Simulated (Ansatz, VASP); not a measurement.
**One calculation of HC6, two programs**

Contents of INCAR:

```
ALGO = Normal
DIPOL = 0.5 0.5 0.312
EDIFF = 1E-6
ENCUT = 520
GGA = CA
IDIPOL = 3
ISIF = 2
ISMEAR = 0
LASPH = True
LCHARG = False
LDIPOL = True
LREAL = False
LWAVE = False
NBANDS = 38
NELM = 100
PREC = Accurate
SIGMA = 0.1
```

Contents of KPOINTS:

```
k-points
0
Gamma
  6 3 1
```

POSCAR

```
HC6
1.0
    4.8889075235      0.0000000000      0.0000000000
   -1.2222268809      8.7842777898      0.0000000000
    0.0000000000      0.0000000000     22.7472999250
C H
12 2
Direct
    0.0193593843      0.0774375370      0.1758450459
    0.5193593842      0.0774375370      0.1758450459
    0.2741992303      0.0967969212      0.2059521363
    0.7741992303      0.0967969212      0.2059521363
    0.2838789224      0.1355156897      0.2661663168
    0.7838789224      0.1355156897      0.2661663168
    0.0386178296      0.1544718076      0.2954947895
    0.5386178296      0.1544718076      0.2954947895
    0.0488209147      0.1952857701      0.3583563417
    0.5488209147      0.1952857701      0.3583563417
    0.3031079910      0.2124325380      0.3845423393
    0.8031079910      0.2124325380      0.3845423393
    0.0488209147      0.1287047909      0.4988416191
    0.0488209147      0.2618667493      0.4988416191
```

Input for Ansatz:

```yaml
crystal:
  lattice:
    - [4.8889075235, 0.0, 0.0]
    - [-1.2222268809, 8.7842777898, 0.0]
    - [0.0, 0.0, 22.747299925]
  atoms:
    - { symbol: C, position: [0.0193593843, 0.077437537, 0.1758450459] }
    - { symbol: C, position: [0.5193593842, 0.077437537, 0.1758450459] }
    - { symbol: C, position: [0.2741992303, 0.0967969212, 0.2059521363] }
    - { symbol: C, position: [0.7741992303, 0.0967969212, 0.2059521363] }
    - { symbol: C, position: [0.2838789224, 0.1355156897, 0.2661663168] }
    - { symbol: C, position: [0.7838789224, 0.1355156897, 0.2661663168] }
    - { symbol: C, position: [0.0386178296, 0.1544718076, 0.2954947895] }
    - { symbol: C, position: [0.5386178296, 0.1544718076, 0.2954947895] }
    - { symbol: C, position: [0.0488209147, 0.1952857701, 0.3583563417] }
    - { symbol: C, position: [0.5488209147, 0.1952857701, 0.3583563417] }
    - { symbol: C, position: [0.303107991, 0.212432538, 0.3845423393] }
    - { symbol: C, position: [0.803107991, 0.212432538, 0.3845423393] }
    - { symbol: H, position: [0.0488209147, 0.1287047909, 0.4988416191] }
    - { symbol: H, position: [0.0488209147, 0.2618667493, 0.4988416191] }
basis:
  ecutwfc: 420
kpoints:
  mp_grid: { grid: [6, 3, 1] }
hamiltonian:
  xc: lda
  pseudopotentials: { kind: paw, azcp: { folder: soft_1 } }
scf:
  occupations: { method: gaussian, width: 0.1 }
output:
  forces: true
  eigenvalues: true
efield:
  axis: 3
  dipole_correction: true
  ramp_width: 0.04
```

Alike in both runs: task single point; functional LDA; k mesh 6 × 3 × 1; occupations gaussian, width 0.1 eV; no spin polarisation.

|  | VASP | Ansatz |
| --- | --- | --- |
| version | VASP 6.6.1 | Ansatz 0.2.0 |
| potentials or method | VASP PAW LDA potentials, release 64 (C, H), cutoff 520 eV | scalar-relativistic, plane waves, PAW |
| valence electrons in the cell | 50 | 50 |

Ansatz gave:

| Quantity | Value |
| --- | --- |
| gap on the k mesh at the Fermi level (eV) | 0.06 |
| least direct gap on the mesh (eV) | 0.06 |
| rms of the force components (eV/Å) | 1.296 |

Problem. Which values does VASP return?

Solution. gap on the k mesh at the Fermi level (eV): 0.07; least direct gap on the mesh (eV): 0.07; rms of the force components (eV/Å): 1.290.

Ansatz warns that its potentials were made for another functional, while VASP's fit it. LDA's correlation is that of Perdew and Zunger in VASP and of Perdew and Wang (1992) in Ansatz. Atom by atom the forces differ by 0.024 eV/Å (rms over components).
